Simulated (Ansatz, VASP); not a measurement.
# Two plane-wave programs on Ta

```
CELL_PARAMETERS angstrom
2.90037 0.00000 0.00000
-1.45019 2.51180 0.00000
0.00000 0.00000 5.16627
ATOMIC_POSITIONS crystal
Ta 0.66667 0.33333 0.75000
Ta 0.33333 0.66667 0.25000
```

Alike in both runs: task single point; functional r2SCAN; k mesh 11 × 11 × 6; occupations methfessel-paxton of order 1, width 0.1 eV; no spin polarisation.

|  | VASP | Ansatz |
| --- | --- | --- |
| version | VASP 6.6.1 | Ansatz 0.2.0 |
| potentials or method | VASP PAW PBE potentials, release 64 (Ta_pv), cutoff 520 eV | plane waves, PAW |
| valence electrons in the cell | 22 | 26 |

|  | VASP | Ansatz | Ansatz less VASP |
| --- | --- | --- | --- |
| pressure (GPa) | -3.2 | -3.7 | -0.50 |
| traceless stress, the component that is largest in VASP (GPa) | 0.38 | 0.32 | -0.057 |

VASP's potentials were made for PBE, not for r2SCAN. VASP's potentials hold 22 valence electrons a cell and Ansatz's 26, so a difference there can come from the potentials and not from the codes.

Spin-orbit coupling is off throughout.
